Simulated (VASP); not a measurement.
# Ga3Se (Pm-3m) in VASP: notebook

Ga3Se is run at these levels: r2SCAN; tasks: single point.

Everything below comes from runs of VASP 6.6.1. Logs are shortened: lines on timing, memory, paths and dates and some standing lists are left out, and cuts for length are marked.

### 1 The cell of the first run

The structure is cubic, space group Pm-3m (No. 221). Conventional cell: a = 4.373 Å, b = 4.373 Å, c = 4.373 Å, α = 90.00°, β = 90.00°, γ = 90.00°. Se (site symmetry m-3m) has 12 Ga at 3.09 Å within 4.1 Å. Ga (site symmetry 4/mmm) has 4 Se at 3.09 Å and 8 Ga at 3.09 Å within 4.1 Å.

### 2 Single point, r2SCAN

File POSCAR:

```
Ga3Se
1.0
    4.3725594808      0.0000000000      0.0000000000
    0.0000000000      4.3725594808      0.0000000000
    0.0000000000      0.0000000000      4.3725594808
Se Ga
1 3
Direct
    0.0000000000      0.0000000000      0.0000000000
    0.5000000000      0.5000000000      0.0000000000
    0.5000000000      0.0000000000      0.5000000000
    0.0000000000      0.5000000000      0.5000000000
```

File INCAR.step1:

```
SYSTEM = Ga3Se
PREC = Accurate
ENCUT = 520
ISMEAR = -1
SIGMA = 0.05
LREAL = .FALSE.
LASPH = .TRUE.
NELM = 60
NBANDS = 30
GGA = PE
ALGO = Normal
EDIFF = 1E-4
LWAVE = .TRUE.
LCHARG = .FALSE.
```

File INCAR.step2:

```
SYSTEM = Ga3Se
PREC = Accurate
ENCUT = 520
EDIFF = 1E-7
ISMEAR = -1
SIGMA = 0.05
LREAL = .FALSE.
LASPH = .TRUE.
NELM = 60
ALGO = Normal
ISIF = 2
LWAVE = .FALSE.
LCHARG = .FALSE.
METAGGA = R2SCAN
LMIXTAU = .TRUE.
NBANDS = 30
ISTART = 1
```

File KPOINTS:

```
Automatic mesh
0
G
  6 6 6
  0 0 0
```

Potentials or basis: VASP PAW PBE potentials, release 64 (Se, Ga_d).

The run is started by

```sh
$ cat potpaw_PBE.64/Se/POTCAR potpaw_PBE.64/Ga_d/POTCAR > POTCAR
$ cp INCAR.step1 INCAR
$ mpirun -np 1 vasp_std > vasp.out
$ cp INCAR.step2 INCAR
$ mpirun -np 1 vasp_std > vasp.out
```

OUTCAR:

```text
SYSTEM = Ga3Se
   PREC = Accurate
   ENCUT = 520
   EDIFF = 1E-7
   ISMEAR = -1
   LREAL = .FALSE.
   LASPH = .TRUE.
   NELM = 60
   ISIF = 2
   METAGGA = R2SCAN
   ISTART = 1

 ion  position               nearest neighbor table
   1  0.000  0.000  0.000-
   2  0.500  0.500  0.000-
   3  0.500  0.000  0.500-
   4  0.000  0.500  0.500-

  LATTYP: Found a simple cubic cell.
 ALAT       =     4.3725594808

  Lattice vectors:

 A1 = (   4.3725594808,   0.0000000000,   0.0000000000)
 A2 = (   0.0000000000,   4.3725594808,   0.0000000000)
 A3 = (   0.0000000000,   0.0000000000,   4.3725594808)

Analysis of symmetry for initial positions (statically):
=====================================================================
 Subroutine PRICEL returns:
 Original cell was already a primitive cell.

 Routine SETGRP: Setting up the symmetry group for a
 simple cubic supercell.

 Subroutine GETGRP returns: Found 48 space group operations
 (whereof 48 operations were pure point group operations)
 out of a pool of 48 trial point group operations.

The static configuration has the point symmetry O_h .

Analysis of symmetry for dynamics (positions and initial velocities):
=====================================================================
 Subroutine PRICEL returns:
 Original cell was already a primitive cell.

 Routine SETGRP: Setting up the symmetry group for a
 simple cubic supercell.

 Subroutine GETGRP returns: Found 48 space group operations
 (whereof 48 operations were pure point group operations)
 out of a pool of 48 trial point group operations.

The dynamic configuration has the point symmetry O_h .

 Subroutine INISYM returns: Found 48 space group operations
 (whereof 48 operations are pure point group operations),
 and found     1 'primitive' translations

----------------------------------------------------------------------------------------

                                     Primitive cell

  volume of cell :      83.6002

  direct lattice vectors                    reciprocal lattice vectors
     4.372559481  0.000000000  0.000000000     0.228699004  0.000000000  0.000000000
[... 79 lines left out ...]
   ISPIN  =      1    spin polarized calculation?
   LNONCOLLINEAR =      F non collinear calculations
   LSORBIT =      F    spin-orbit coupling
   LASPH  =      T    aspherical Exc in radial PAW
   ENCUT  =  520.0 eV  38.22 Ry    6.18 a.u.   8.13  8.13  8.13*2*pi/ulx,y,z
   NELM   =     60;   NELMIN=  2; NELMDL=  0     # of ELM steps
   EDIFF  = 0.1E-06   stopping-criterion for ELM
   LREAL  =      F    real-space projection
   EDIFFG = 0.1E-05   stopping-criterion for IOM
   NSW    =      0    number of steps for IOM
   IBRION =     -1    ionic relax: 0-MD 1-quasi-New 2-CG
   NFREE  =      0    steps in history (QN), initial steepest desc. (CG)
   ISIF   =      2    stress and relaxation
   ISYM   =      2    0-nonsym 1-usesym 2-fastsym
   POTIM  = 0.5000    time-step for ionic-motion
   TEBEG  =    0.0;   TEEND  =   0.0 temperature during run
   PSTRESS=    0.0 pullay stress
   NELECT =      45.0000    total number of electrons
   NUPDOWN=      -1.0000    fix difference up-down
   EMIN   =  10.00;   EMAX   =-10.00  energy-range for DOS
   EFERMI =   0.00;   METHOD = LEGACY
   ISMEAR =    -1;   SIGMA  =   0.05  broadening in eV -4-tet -1-fermi 0-gaus
   EFERMI_NEDOS =   21; number of points for ismear=-14 and -15
   IALGO  =     38    algorithm
   IMIX   =      4    mixing-type and parameters
     AMIX     =   0.40;   BMIX     =  1.00
     AMIX_MAG =   1.60;   BMIX_MAG =  1.00
  volume/ion in A,a.u.               =      20.90       141.04
  Fermi-wavevector in a.u.,A,eV,Ry     =   1.331711  2.516569 24.129304  1.773454
  Thomas-Fermi vector in A             =   2.460701
   LORBIT       =      0    0 simple, 1 ext, 2 COOP (PROOUT), +10 PAW based schemes
   METAGGA = R2SCAN    functional components
   LHFCALC =     F    Hartree Fock is set to
   AEXX    =    0.0000 exact exchange contribution
   IVDW    =     0    specifies the selected vdW correction
   LEPSILON=     F    determine dielectric tensor
   LRPA    =     F    only Hartree local field effects (RPA)
 non-spin polarized calculation
  energy-cutoff  :      520.00
  volume of cell :       83.60
 maximum number of plane-waves:      2301
 NGX is ok and might be reduce to    36
   NGX = 17   NGY = 17   NGZ = 17

 number of electron      44.9999999 magnetization

 Free energy of the ion-electron system (eV)
  ---------------------------------------------------
  ext. energy  EPLUGINS =         0.00000000
  ---------------------------------------------------
  free energy    TOTEN  =       -48.24010294 eV

  energy without entropy =      -48.23081486  energy(sigma->0) =      -48.23545890

 E-fermi :   4.8922     XC(G=0): -11.3080

 val. band max:        4.7905070321   @ k =   0.3333   0.1667   0.1667
 cond. band min:       5.0361109475   @ k =   0.1667   0.1667   0.0000
 fundamental gap:      0.2456039154
 Fermi energy:         4.8922216236

 k-point     1 :       0.0000    0.0000    0.0000
  band No.  band energies     occupation
      1     -10.7520      2.00000
      2     -10.7168      2.00000
      3     -10.7168      2.00000
      4     -10.7168      2.00000
      5     -10.6602      2.00000
      6     -10.6602      2.00000
[... 649 lines left out ...]
     29      14.1949      0.00000
     30      14.1949      0.00000

------------------------ aborting loop because EDIFF is reached ----------------------------------------

  FORCE on cell =-STRESS in cart. coord.  units (eV):
  Direction    XX          YY          ZZ          XY          YZ          ZX
  --------------------------------------------------------------------------------------
  -------------------------------------------------------------------------------------
  Total       -0.0647936     -0.0647936     -0.0647936      0.0000000      0.0000000     -0.0000000
  in kB       -1.2417543     -1.2417543     -1.2417543      0.0000000      0.0000000     -0.0000000
  external PRESSURE =      -1.2417543 kB  Pullay stress =       0.0000000 kB

 VOLUME and BASIS-vectors are now :
 -----------------------------------------------------------------------------
  energy-cutoff  :      520.00
  volume of cell :       83.60
      direct lattice vectors                 reciprocal lattice vectors
     4.372559481  0.000000000  0.000000000     0.228699004  0.000000000  0.000000000
     0.000000000  4.372559481  0.000000000     0.000000000  0.228699004  0.000000000
     0.000000000  0.000000000  4.372559481     0.000000000  0.000000000  0.228699004

 POSITION                                       TOTAL-FORCE (eV/Angst)
 -----------------------------------------------------------------------------------
      0.00000      0.00000      0.00000         0.000000      0.000000      0.000000
      2.18628      2.18628      0.00000         0.000000      0.000000      0.000000
      2.18628      0.00000      2.18628         0.000000      0.000000      0.000000
      0.00000      2.18628      2.18628         0.000000      0.000000      0.000000
 -----------------------------------------------------------------------------------
    total drift:                                0.000000      0.000000      0.000000

  FREE ENERGIE OF THE ION-ELECTRON SYSTEM (eV)
  ---------------------------------------------------
  free  energy   TOTEN  =       -48.2401029365 eV

  energy  without entropy=      -48.2308148560  energy(sigma->0) =      -48.23545890
```

OUTCAR.step1:

```text
SYSTEM = Ga3Se
   PREC = Accurate
   ENCUT = 520
   ISMEAR = -1
   LREAL = .FALSE.
   LASPH = .TRUE.
[... 881 lines left out ...]
      2.18628      2.18628      0.00000         0.000000      0.000000      0.000000
      2.18628      0.00000      2.18628         0.000000      0.000000      0.000000
      0.00000      2.18628      2.18628         0.000000      0.000000      0.000000
 -----------------------------------------------------------------------------------
    total drift:                                0.000000      0.000000      0.000000

  FREE ENERGIE OF THE ION-ELECTRON SYSTEM (eV)
  ---------------------------------------------------
  free  energy   TOTEN  =       -12.4169235833 eV

  energy  without entropy=      -12.4070793988  energy(sigma->0) =      -12.41200149
```

OSZICAR.step1:

```text
N       E                     dE             d eps       ncg     rms          rms(c)
DAV:   1     0.314854701864E+03    0.31485E+03   -0.21567E+04  1234   0.248E+03
DAV:   2     0.287850020401E+02   -0.28607E+03   -0.27797E+03  1206   0.527E+02
DAV:   3    -0.109100680485E+02   -0.39695E+02   -0.38062E+02  1392   0.141E+02
DAV:   4    -0.125098285630E+02   -0.15998E+01   -0.15874E+01  1400   0.288E+01
DAV:   5    -0.125504678058E+02   -0.40639E-01   -0.40616E-01  1392   0.463E+00    0.328E+00
DAV:   6    -0.124272619634E+02    0.12321E+00   -0.32119E-01  1618   0.591E+00    0.192E+00
DAV:   7    -0.124195984357E+02    0.76635E-02   -0.53026E-02  1346   0.122E+00    0.775E-01
DAV:   8    -0.124169880630E+02    0.26104E-02   -0.84773E-03  1480   0.712E-01    0.893E-02
DAV:   9    -0.124169126931E+02    0.75370E-04   -0.16162E-03  1532   0.347E-01    0.491E-02
DAV:  10    -0.124169235833E+02   -0.10890E-04   -0.17138E-04  1126   0.125E-01
   1 F= -.12416924E+02 E0= -.12412001E+02  d E =-.984418E-02
```

Wall time 85 s (1 thread of Intel Xeon 6975P-C (Granite Rapids), shared host); peak memory 0.23 GiB.

What came out:

```yaml
Free_energy: -48.2401 eV
Pressure: -0.1 GPa
```

Caveat: the PAW data sets were made with another functional, which shifts forces and pressure a little.

### 3 Single point, r2SCAN

This run uses another cell than the first one, of 21.34 Å³/atom, 1.021 times its volume.

File POSCAR:

```
Ga3Se
1.0
    4.4027160164      0.0000000000      0.0000000000
    0.0000000000      4.4027160164      0.0000000000
    0.0000000000      0.0000000000      4.4027160164
Se Ga
1 3
Direct
    0.0000000000      0.0000000000      0.0000000000
    0.5000000000      0.5000000000      0.0000000000
    0.5000000000      0.0000000000      0.5000000000
    0.0000000000      0.5000000000      0.5000000000
```

File INCAR.step1:

```
SYSTEM = Ga3Se
PREC     = Accurate       ! precision mode
ENCUT    = 520            ! plane-wave cutoff, eV
ISMEAR   = -1             ! smearing method
SIGMA    = 0.05           ! smearing width, eV
LREAL    = .FALSE.        ! projectors in reciprocal space
LASPH    = .TRUE.         ! aspherical terms in the spheres
NELM     = 80             ! most SCF steps
NBANDS   = 30             ! bands
GGA      = PE             ! functional
ALGO     = Normal         ! electronic algorithm
EDIFF    = 1E-4           ! SCF threshold, eV
LWAVE    = .TRUE.         ! write WAVECAR
LCHARG   = .FALSE.        ! write CHGCAR
```

File INCAR.step2:

```
SYSTEM = Ga3Se
PREC     = Accurate       ! precision mode
ENCUT    = 520            ! plane-wave cutoff, eV
EDIFF    = 1E-7           ! SCF threshold, eV
ISMEAR   = -1             ! smearing method
SIGMA    = 0.05           ! smearing width, eV
LREAL    = .FALSE.        ! projectors in reciprocal space
LASPH    = .TRUE.         ! aspherical terms in the spheres
NELM     = 80             ! most SCF steps
ALGO     = Normal         ! electronic algorithm
ISIF     = 2              ! what is computed and relaxed
LWAVE    = .FALSE.        ! write WAVECAR
LCHARG   = .FALSE.        ! write CHGCAR
METAGGA  = R2SCAN         ! meta-GGA
LMIXTAU  = .TRUE.       
NBANDS   = 30             ! bands
ISTART   = 1
```

KPOINTS is that of step 2.

Potentials or basis: VASP PAW PBE potentials, release 64 (Se, Ga_d).

The run is started by

```sh
$ cat potpaw_PBE.64/Se/POTCAR potpaw_PBE.64/Ga_d/POTCAR > POTCAR
$ cp INCAR.step1 INCAR
$ mpirun -np 1 vasp_std > vasp.out
$ cp INCAR.step2 INCAR
$ mpirun -np 1 vasp_std > vasp.out
```

It took 88 s on 1 thread of Intel Xeon 6975P-C (Granite Rapids), shared host; peak memory 0.23 GiB.

The run converged. Its results:

```
Free energy : -48.2343 eV
Pressure    : -0.9 GPa
```

Levels at points of the mesh, in eV from the Fermi level:
| k point | band 21 | band 22 | band 23 | band 24 | band 25 | band 26 |
| --- | --- | --- | --- | --- | --- | --- |
| (0.00, 0.00, 0.00) | -2.80 | -2.80 | 1.65 | 1.65 | 1.65 | 4.71 |
| (0.50, 0.00, 0.00) | -2.08 | -1.16 | -0.32 | -0.32 | 1.39 | 4.37 |
| (0.50, 0.50, 0.00) | -0.70 | -0.70 | -0.66 | 1.52 | 1.77 | 1.77 |
| (0.50, 0.50, 0.50) | -5.19 | -5.19 | -3.81 | 4.28 | 4.28 | 4.28 |

Caveat: the PAW data sets were made with another functional, which shifts forces and pressure a little.

### 4 Single point, r2SCAN

This run uses another cell than the first one, of 21.77 Å³/atom, 1.042 times its volume.

File POSCAR:

```
Ga3Se
1.0
    4.4324650000      0.0000000000      0.0000000000
    0.0000000000      4.4324650000      0.0000000000
    0.0000000000      0.0000000000      4.4324650000
Se Ga
1 3
Direct
    0.0000000000      0.0000000000      0.0000000000
    0.5000000000      0.5000000000      0.0000000000
    0.5000000000      0.0000000000      0.5000000000
    0.0000000000      0.5000000000      0.5000000000
```

File INCAR.step1:

```
PREC = Accurate
ENCUT = 520
ISMEAR = -1
SIGMA = 0.05
LREAL = False
LASPH = True
NELM = 100
NBANDS = 30
GGA = PE
ALGO = Normal
EDIFF = 1E-4
LWAVE = True
LCHARG = False
```

File INCAR.step2:

```
PREC = Accurate
ENCUT = 520
EDIFF = 1E-7
ISMEAR = -1
SIGMA = 0.05
LREAL = False
LASPH = True
NELM = 100
ALGO = Normal
ISIF = 2
LWAVE = False
LCHARG = True
METAGGA = R2SCAN
LMIXTAU = True
LELF = True
LVHAR = True
NBANDS = 30
ISTART = 1
```

File KPOINTS:

```
Automatic mesh
0
Gamma
  6 6 6
```

The run is started by

```sh
$ cat potpaw_PBE.64/Se/POTCAR potpaw_PBE.64/Ga_d/POTCAR > POTCAR
$ cp INCAR.step1 INCAR
$ mpirun -np 1 vasp_std > vasp.out
$ cp INCAR.step2 INCAR
$ mpirun -np 1 vasp_std > vasp.out
```

Wall time 80 s (1 thread of Intel Xeon 6975P-C (Granite Rapids), shared host); peak memory 0.23 GiB.

It converged, with:

```yaml
Free_energy: -48.2203 eV
Pressure: -1.7 GPa
```

Levels at points of the mesh, in eV from the Fermi level:
| k point | band 21 | band 22 | band 23 | band 24 | band 25 | band 26 |
| --- | --- | --- | --- | --- | --- | --- |
| (0.00, 0.00, 0.00) | -2.84 | -2.84 | 1.62 | 1.62 | 1.62 | 4.65 |
| (0.50, 0.00, 0.00) | -2.17 | -1.14 | -0.28 | -0.28 | 1.42 | 4.25 |
| (0.50, 0.50, 0.00) | -0.75 | -0.75 | -0.64 | 1.46 | 1.79 | 1.79 |
| (0.50, 0.50, 0.50) | -5.07 | -5.07 | -3.73 | 4.18 | 4.18 | 4.18 |

Caveat: the PAW data sets were made with another functional, which shifts forces and pressure a little.

### 5 Single point, r2SCAN

This run uses another cell than the first one, of 22.21 Å³/atom, 1.062 times its volume.

File POSCAR:

```
Ga3Se
1.0
    4.4618199283      0.0000000000      0.0000000000
    0.0000000000      4.4618199283      0.0000000000
    0.0000000000      0.0000000000      4.4618199283
Se Ga
1 3
Direct
    0.0000000000      0.0000000000      0.0000000000
    0.5000000000      0.5000000000      0.0000000000
    0.5000000000      0.0000000000      0.5000000000
    0.0000000000      0.5000000000      0.5000000000
```

Edit INCAR.step1 of step 4 so:

```diff
@@ -6,3 +6,3 @@
 LASPH = True
-NELM = 100
+NELM = 80
 NBANDS = 30
```

Edit INCAR.step2 of step 4 so:

```diff
@@ -2,3 +2,3 @@
 ENCUT = 520
-EDIFF = 1E-7
+EDIFF = 1E-6
 ISMEAR = -1
@@ -7,3 +7,3 @@
 LASPH = True
-NELM = 100
+NELM = 80
 ALGO = Normal
```

KPOINTS is that of step 4.

The run is started by

```sh
$ cat potpaw_PBE.64/Se/POTCAR potpaw_PBE.64/Ga_d/POTCAR > POTCAR
$ cp INCAR.step1 INCAR
$ mpirun -np 1 vasp_std > vasp.out
$ cp INCAR.step2 INCAR
$ mpirun -np 1 vasp_std > vasp.out
```

Wall time 68 s (1 thread of Intel Xeon 6975P-C (Granite Rapids), shared host); peak memory 0.23 GiB.

It converged, with:

| Quantity | Value |
| --- | --- |
| Free energy | -48.1991 eV |
| Pressure | -2.3 GPa |

Levels at points of the mesh, in eV from the Fermi level:
| k point | band 19 | band 20 | band 21 | band 22 | band 23 | band 24 | band 25 | band 26 | band 27 | band 28 |
| --- | --- | --- | --- | --- | --- | --- | --- | --- | --- | --- |
| (0.00, 0.00, 0.00) | -3.86 | -3.86 | -2.89 | -2.89 | 1.59 | 1.59 | 1.59 | 4.59 | 4.59 | 4.59 |
| (0.50, 0.00, 0.00) | -2.92 | -2.92 | -2.25 | -1.13 | -0.25 | -0.25 | 1.45 | 4.14 | 4.33 | 4.33 |
| (0.50, 0.50, 0.00) | -6.62 | -2.30 | -0.79 | -0.79 | -0.62 | 1.40 | 1.80 | 1.80 | 1.88 | 5.51 |
| (0.50, 0.50, 0.50) | -5.24 | -4.95 | -4.95 | -4.95 | -3.65 | 4.09 | 4.09 | 4.09 | 8.74 | 8.74 |

Caveat: the PAW data sets were made with another functional, which shifts forces and pressure a little.

### 6 Single point, r2SCAN

This run uses another cell than the first one, of 22.64 Å³/atom, 1.083 times its volume.

File POSCAR:

```
Ga3Se
1.0
    4.4907935969      0.0000000000      0.0000000000
    0.0000000000      4.4907935969      0.0000000000
    0.0000000000      0.0000000000      4.4907935969
Se Ga
1 3
Direct
    0.0000000000      0.0000000000      0.0000000000
    0.5000000000      0.5000000000      0.0000000000
    0.5000000000      0.0000000000      0.5000000000
    0.0000000000      0.5000000000      0.5000000000
```

File INCAR.step1:

```
SYSTEM = Ga3Se
PREC = Accurate
ENCUT = 520
ISMEAR = -1
SIGMA = 0.05
LREAL = .FALSE.
LASPH = .TRUE.
NELM = 60
NBANDS = 30
GGA = PE
ALGO = Normal
EDIFF = 1E-4
LWAVE = .TRUE.
LCHARG = .FALSE.
```

File INCAR.step2:

```
SYSTEM = Ga3Se
PREC = Accurate
ENCUT = 520
EDIFF = 1E-6
ISMEAR = -1
SIGMA = 0.05
LREAL = .FALSE.
LASPH = .TRUE.
NELM = 60
ALGO = Normal
ISIF = 2
LWAVE = .FALSE.
LCHARG = .TRUE.
METAGGA = R2SCAN
LMIXTAU = .TRUE.
LELF = .TRUE.
LVHAR = .TRUE.
NBANDS = 30
ISTART = 1
```

File KPOINTS:

```
regular mesh
0
G
  6 6 6
  0 0 0
```

Potentials or basis: VASP PAW PBE potentials, release 64 (Se, Ga_d).

The run is started by

```sh
$ cat potpaw_PBE.64/Se/POTCAR potpaw_PBE.64/Ga_d/POTCAR > POTCAR
$ cp INCAR.step1 INCAR
$ mpirun -np 1 vasp_std > vasp.out
$ cp INCAR.step2 INCAR
$ mpirun -np 1 vasp_std > vasp.out
```

Wall time 64 s (1 thread of Intel Xeon 6975P-C (Granite Rapids), shared host); peak memory 0.23 GiB.

Results (log left out):

- Free energy: -48.1715 eV
- Pressure: -2.8 GPa

Levels at points of the mesh, in eV from the Fermi level:
| k point | band 18 | band 19 | band 20 | band 21 | band 22 | band 23 | band 24 | band 25 | band 26 | band 27 |
| --- | --- | --- | --- | --- | --- | --- | --- | --- | --- | --- |
| (0.00, 0.00, 0.00) | -3.77 | -3.77 | -3.77 | -2.93 | -2.93 | 1.56 | 1.56 | 1.56 | 4.54 | 4.54 |
| (0.50, 0.00, 0.00) | -5.41 | -2.86 | -2.86 | -2.33 | -1.12 | -0.21 | -0.21 | 1.48 | 4.03 | 4.26 |
| (0.50, 0.50, 0.00) | -6.91 | -6.55 | -2.25 | -0.83 | -0.83 | -0.60 | 1.35 | 1.81 | 1.81 | 1.87 |
| (0.50, 0.50, 0.50) | -5.22 | -5.22 | -4.84 | -4.84 | -4.84 | -3.57 | 4.00 | 4.00 | 4.00 | 8.57 |

Caveat: the PAW data sets were made with another functional, which shifts forces and pressure a little.

### 7 Summary

```tsv
cell	gap on the mesh (eV)	pressure (GPa)
a = 4.373 Å, 4 atoms	none	-0.1
a = 4.403 Å, 4 atoms	none	-0.9
a = 4.432 Å, 4 atoms	none	-1.7
a = 4.462 Å, 4 atoms	none	-2.3
a = 4.491 Å, 4 atoms	none	-2.8
```

Alike in all rows: task single point; level r2SCAN; potentials or basis VASP PAW PBE potentials, release 64 (Se, Ga_d); no spin polarisation; k mesh 6 × 6 × 6; cutoff (eV) 520; smearing fermi-dirac 0.05 eV.

Caveats: the PAW data sets were made with another functional, which shifts forces and pressure a little.

Absolute energies hang on the potentials; compare differences alone.
